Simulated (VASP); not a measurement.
# Ir (Im-3m) in VASP: a series of runs

Ir is run at these levels: r2SCAN; tasks: single point.

Everything below comes from runs of VASP 6.6.1. Logs are shortened: lines on timing, memory, paths and dates and some standing lists are left out, and cuts for length are marked.

## (1) The cell of the first run

The structure is cubic, space group Im-3m (No. 229). Conventional cell: a = 3.093 Å, b = 3.093 Å, c = 3.093 Å, α = 90.00°, β = 90.00°, γ = 90.00°. Within 3.5 Å of Ir (site symmetry m-3m) lie 14 Ir at 2.68 to 3.09 Å.

This isn't the form of Ir at room conditions, which is fcc.

## (2) Single point, r2SCAN, collinear spin

Contents of POSCAR:

```
Ir
1.0
   -1.5466789130      1.5466789130      1.5466789130
    1.5466789130     -1.5466789130      1.5466789130
    1.5466789130      1.5466789130     -1.5466789130
Ir
1
Direct
    0.0000000000      0.0000000000      0.0000000000
```

Contents of INCAR.step1:

```
PREC     = Accurate       # precision mode
ENCUT    = 550            # plane-wave cutoff, eV
ISMEAR   = -1             # smearing method
SIGMA    = 0.05           # smearing width, eV
LREAL    = F              # projectors in reciprocal space
LASPH    = T              # aspherical terms in the spheres
NELM     = 200            # most SCF steps
ISPIN    = 2              # spin polarisation
MAGMOM   = 1              # initial moments
LMAXMIX  = 4              # l up to which the mixer works
NBANDS   = 18             # bands
GGA      = PE             # functional
ALGO     = Normal         # electronic algorithm
EDIFF    = 1E-5           # SCF threshold, eV
LWAVE    = T              # write WAVECAR
LCHARG   = F              # write CHGCAR
GGA_COMPAT= F
```

Contents of INCAR.step2:

```
PREC     = Accurate       # precision mode
ENCUT    = 550            # plane-wave cutoff, eV
EDIFF    = 1E-6           # SCF threshold, eV
ISMEAR   = -1             # smearing method
SIGMA    = 0.05           # smearing width, eV
LREAL    = F              # projectors in reciprocal space
LASPH    = T              # aspherical terms in the spheres
NELM     = 200            # most SCF steps
ALGO     = Normal         # electronic algorithm
ISIF     = 2              # what is computed and relaxed
LWAVE    = F              # write WAVECAR
LCHARG   = F              # write CHGCAR
ISPIN    = 2              # spin polarisation
MAGMOM   = 1              # initial moments
LORBIT   = 11             # projections on sites
LMAXMIX  = 4              # l up to which the mixer works
METAGGA  = R2SCAN         # meta-GGA
LMIXTAU  = T            
NBANDS   = 18             # bands
ISTART   = 1            
GGA_COMPAT= F
```

Contents of KPOINTS:

```
regular mesh
0
Gamma
  14 14 14
```

Potentials or basis: VASP PAW PBE potentials, release 64 (Ir_sv_GW).

Run with:

```bash
$ cat potpaw_PBE.64/Ir_sv_GW/POTCAR > POTCAR
$ cp INCAR.step1 INCAR
$ mpirun -np 1 vasp_std > vasp.out
$ cp INCAR.step2 INCAR
$ mpirun -np 1 vasp_std > vasp.out
```

OUTCAR:

```text
PREC = Accurate
   ENCUT = 550
   EDIFF = 1E-6
   ISMEAR = -1
   LREAL = F
   LASPH = T
   NELM = 200
   ISIF = 2
   ISPIN = 2
   LORBIT = 11
   METAGGA = R2SCAN
   ISTART = 1

 ion  position               nearest neighbor table
   1  0.000  0.000  0.000-

  LATTYP: Found a body centered cubic cell.
 ALAT       =     3.0933578260

  Lattice vectors:

 A1 = (  -1.5466789130,   1.5466789130,   1.5466789130)
 A2 = (   1.5466789130,  -1.5466789130,   1.5466789130)
 A3 = (   1.5466789130,   1.5466789130,  -1.5466789130)

Analysis of symmetry for initial positions (statically):
=====================================================================
 Subroutine PRICEL returns:
 Original cell was already a primitive cell.

 Routine SETGRP: Setting up the symmetry group for a
 body centered cubic supercell.

 Subroutine GETGRP returns: Found 48 space group operations
 (whereof 48 operations were pure point group operations)
 out of a pool of 48 trial point group operations.

The static configuration has the point symmetry O_h .

Analysis of symmetry for dynamics (positions and initial velocities):
=====================================================================
 Subroutine PRICEL returns:
 Original cell was already a primitive cell.

 Routine SETGRP: Setting up the symmetry group for a
 body centered cubic supercell.

 Subroutine GETGRP returns: Found 48 space group operations
 (whereof 48 operations were pure point group operations)
 out of a pool of 48 trial point group operations.

The dynamic configuration has the point symmetry O_h .

Analysis of structural, dynamic, and magnetic symmetry:
=====================================================================
 Subroutine PRICEL returns:
 Original cell was already a primitive cell.

 Routine SETGRP: Setting up the symmetry group for a
 body centered cubic supercell.

 Subroutine GETGRP returns: Found 48 space group operations
 (whereof 48 operations were pure point group operations)
 out of a pool of 48 trial point group operations.

The overall configuration has the point symmetry O_h .

 Subroutine INISYM returns: Found 48 space group operations
 (whereof 48 operations are pure point group operations),
 and found     1 'primitive' translations

----------------------------------------------------------------------------------------

                                     Primitive cell

  volume of cell :      14.8000

  direct lattice vectors                    reciprocal lattice vectors
    -1.546678913  1.546678913  1.546678913     0.000000000  0.323273302  0.323273302
[... 99 lines left out ...]
   ISMEAR =    -1;   SIGMA  =   0.05  broadening in eV -4-tet -1-fermi 0-gaus
   EFERMI_NEDOS =   21; number of points for ismear=-14 and -15
   IALGO  =     38    algorithm
   IMIX   =      4    mixing-type and parameters
     AMIX     =   0.40;   BMIX     =  1.00
     AMIX_MAG =   1.60;   BMIX_MAG =  1.00
  volume/ion in A,a.u.               =      14.80        99.88
  Fermi-wavevector in a.u.,A,eV,Ry     =   1.714501  3.239936 39.994493  2.939512
  Thomas-Fermi vector in A             =   2.792047
   LORBIT       =     11    0 simple, 1 ext, 2 COOP (PROOUT), +10 PAW based schemes
   METAGGA = R2SCAN    functional components
   LHFCALC =     F    Hartree Fock is set to
   AEXX    =    0.0000 exact exchange contribution
   IVDW    =     0    specifies the selected vdW correction
   LEPSILON=     F    determine dielectric tensor
   LRPA    =     F    only Hartree local field effects (RPA)
 spin polarized calculation
  energy-cutoff  :      550.00
  volume of cell :       14.80
 maximum number of plane-waves:       446
   NGX = 11   NGY = 11   NGZ = 11

 number of electron      17.0000000 magnetization       0.7036614

 Free energy of the ion-electron system (eV)
  ---------------------------------------------------
  ext. energy  EPLUGINS =         0.00000000
  ---------------------------------------------------
  free energy    TOTEN  =       -52.27917242 eV

  energy without entropy =      -52.26926367  energy(sigma->0) =      -52.27421804

 E-fermi :  11.7256     XC(G=0): -15.5670

 val. band max:       11.7160680122   @ k =  -0.3571   0.3571   0.3571
 cond. band min:      11.7258622200   @ k =   0.2143   0.0000   0.0000
 fundamental gap:      0.0097942078
 Fermi energy:        11.7255882985

 spin component 1

 k-point     1 :       0.0000    0.0000    0.0000
  band No.  band energies     occupation
      1     -83.1493      1.00000
      2     -39.0920      1.00000
      3     -39.0920      1.00000
      4     -39.0920      1.00000
      5       0.7865      1.00000
      6       7.7973      1.00000
[... 493 lines left out ...]
     17      45.3180      0.00000
     18      45.5739      0.00000

 [... further k-points ...]

 spin component 2

 k-point     1 :       0.0000    0.0000    0.0000
  band No.  band energies     occupation
      1     -82.6836      1.00000
      2     -38.4743      1.00000
      3     -38.4743      1.00000
      4     -38.4743      1.00000
      5       0.7882      1.00000
      6       8.1017      1.00000
[... 493 lines left out ...]
     17      45.6571      0.00000
     18      45.9297      0.00000

 [... further k-points ...]

------------------------ aborting loop because EDIFF is reached ----------------------------------------

  FORCE on cell =-STRESS in cart. coord.  units (eV):
  Direction    XX          YY          ZZ          XY          YZ          ZX
  --------------------------------------------------------------------------------------
  -------------------------------------------------------------------------------------
  Total       -0.1820485     -0.1820485     -0.1820485      0.0000000     -0.0000000      0.0000000
  in kB      -19.7077530    -19.7077530    -19.7077530      0.0000000     -0.0000000      0.0000000
  external PRESSURE =     -19.7077530 kB  Pullay stress =       0.0000000 kB

 VOLUME and BASIS-vectors are now :
 -----------------------------------------------------------------------------
  energy-cutoff  :      550.00
  volume of cell :       14.80
      direct lattice vectors                 reciprocal lattice vectors
    -1.546678913  1.546678913  1.546678913     0.000000000  0.323273302  0.323273302
     1.546678913 -1.546678913  1.546678913     0.323273302  0.000000000  0.323273302
     1.546678913  1.546678913 -1.546678913     0.323273302  0.323273302  0.000000000

 POSITION                                       TOTAL-FORCE (eV/Angst)
 -----------------------------------------------------------------------------------
      0.00000      0.00000      0.00000        -0.000000     -0.000000     -0.000000
 -----------------------------------------------------------------------------------
    total drift:                                0.000000     -0.000000      0.000000

  FREE ENERGIE OF THE ION-ELECTRON SYSTEM (eV)
  ---------------------------------------------------
  free  energy   TOTEN  =       -52.2791724156 eV

  energy  without entropy=      -52.2692636664  energy(sigma->0) =      -52.27421804

 total charge

# of ion       s       p       d       f       tot
--------------------------------------------------
    1        3.666   6.090   6.349   0.022  16.127

 magnetization (x)

# of ion       s       p       d       f       tot
--------------------------------------------------
    1        0.125  -0.001   0.704   0.000   0.829
```

OUTCAR.step1:

```text
PREC = Accurate
   ENCUT = 550
   ISMEAR = -1
   LREAL = F
   LASPH = T
   NELM = 200
[... 1242 lines left out ...]

 POSITION                                       TOTAL-FORCE (eV/Angst)
 -----------------------------------------------------------------------------------
      0.00000      0.00000      0.00000         0.000000     -0.000000      0.000000
 -----------------------------------------------------------------------------------
    total drift:                                0.000000     -0.000000      0.000000

  FREE ENERGIE OF THE ION-ELECTRON SYSTEM (eV)
  ---------------------------------------------------
  free  energy   TOTEN  =        -8.7953732510 eV

  energy  without entropy=       -8.7828885534  energy(sigma->0) =       -8.78913090
```

OSZICAR.step1:

```text
N       E                     dE             d eps       ncg     rms          rms(c)
DAV:   1     0.120335365763E+03    0.12034E+03   -0.11621E+04  7616   0.106E+03
DAV:   2    -0.791077373354E+01   -0.12825E+03   -0.12360E+03  9288   0.343E+02
DAV:   3    -0.974304289416E+01   -0.18323E+01   -0.18177E+01  8606   0.371E+01
DAV:   4    -0.974613431556E+01   -0.30914E-02   -0.30912E-02  8888   0.180E+00
DAV:   5    -0.974613915475E+01   -0.48392E-05   -0.48403E-05  8328   0.729E-02    0.675E+01
DAV:   6    -0.887491860059E+01    0.87122E+00   -0.85602E-01  7940   0.948E+00    0.352E+01
DAV:   7    -0.879635288846E+01    0.78566E-01   -0.31780E-01  8066   0.513E+00    0.834E+00
DAV:   8    -0.879686440703E+01   -0.51152E-03   -0.46656E-02  8056   0.217E+00    0.314E+00
DAV:   9    -0.879530137116E+01    0.15630E-02   -0.79862E-03  8046   0.909E-01    0.896E-01
DAV:  10    -0.879541364519E+01   -0.11227E-03   -0.44646E-04  8214   0.217E-01    0.316E-01
DAV:  11    -0.879538000304E+01    0.33642E-04   -0.60730E-05  8136   0.853E-02    0.110E-01
DAV:  12    -0.879537325095E+01    0.67521E-05   -0.13835E-05  5426   0.400E-02
   1 F= -.87953733E+01 E0= -.87891309E+01  d E =-.124847E-01  mag=     0.4545
```

It took 3 min on 1 thread of AMD EPYC 7R43 (Zen 3), shared host; peak memory 0.14 GiB.

Results:

```yaml
Free_energy: -52.2792 eV
Pressure: -2.0 GPa
Net_moment: 0.70 μB per cell
Site_moments: Ir +0.83 μB
Valence_electrons_inside_the_program's_atomic_spheres: Ir 16.13
```

Caveat: the PAW data sets were made with another functional, which shifts forces and pressure a little; spin-orbit coupling is left out, which moves the levels of the heavy elements.

## (3) Single point, r2SCAN, collinear spin

POSCAR is that of step 2.

Contents of INCAR.step1:

```
SYSTEM = Ir
PREC = Accurate
ENCUT = 550
ISMEAR = -1
SIGMA = 0.05
LREAL = .FALSE.
LASPH = .TRUE.
NELM = 200
ISPIN = 2
MAGMOM = 0.676
LMAXMIX = 4
NBANDS = 14
GGA = PE
ALGO = Normal
EDIFF = 1E-5
LWAVE = .TRUE.
LCHARG = .FALSE.
GGA_COMPAT = .FALSE.
```

Contents of INCAR.step2:

```
SYSTEM = Ir
PREC = Accurate
ENCUT = 550
EDIFF = 1E-6
ISMEAR = -1
SIGMA = 0.05
LREAL = .FALSE.
LASPH = .TRUE.
NELM = 200
ALGO = Normal
ISIF = 2
LWAVE = .FALSE.
LCHARG = .FALSE.
ISPIN = 2
MAGMOM = 0.676
LORBIT = 11
LMAXMIX = 4
METAGGA = R2SCAN
LMIXTAU = .TRUE.
NBANDS = 14
ISTART = 1
GGA_COMPAT = .FALSE.
```

Contents of KPOINTS:

```
regular mesh
0
G
  23 23 23
  0 0 0
```

Potentials or basis: VASP PAW PBE potentials, release 64 (Ir).

Run with:

```bash
$ cat potpaw_PBE.64/Ir/POTCAR > POTCAR
$ cp INCAR.step1 INCAR
$ mpirun -np 1 vasp_std > vasp.out
$ cp INCAR.step2 INCAR
$ mpirun -np 1 vasp_std > vasp.out
```

It took 12 min on 1 thread of Intel Xeon 8259CL, shared host; peak memory 0.24 GiB.

It converged, with:

| Quantity | Value |
| --- | --- |
| Free energy | -51.7508 eV |
| Pressure | 2.8 GPa |
| Net moment | 0.81 μB per cell |
| Site moments | Ir +0.82 μB |
| Valence electrons inside the program's atomic spheres | Ir 8.26 |

Levels at points of the mesh, in eV from the Fermi level:
Spin up:
```csv
k point,band 2,band 3,band 4,band 5,band 6,band 7,band 8,band 9
"(0.00, 0.00, 0.00)",-3.96,-3.96,-3.96,-1.31,-1.31,17.77,17.77,17.77
```
Spin down:
```
           k point  band 1  band 2  band 3  band 4  band 5  band 6  band 7  band 8  band 9
(0.00, 0.00, 0.00)  -10.94   -3.55   -3.55   -3.55   -0.04   -0.04   17.74   17.74   17.74
```

Caveat: the PAW data sets were made with another functional, which shifts forces and pressure a little; spin-orbit coupling is left out, which moves the levels of the heavy elements.
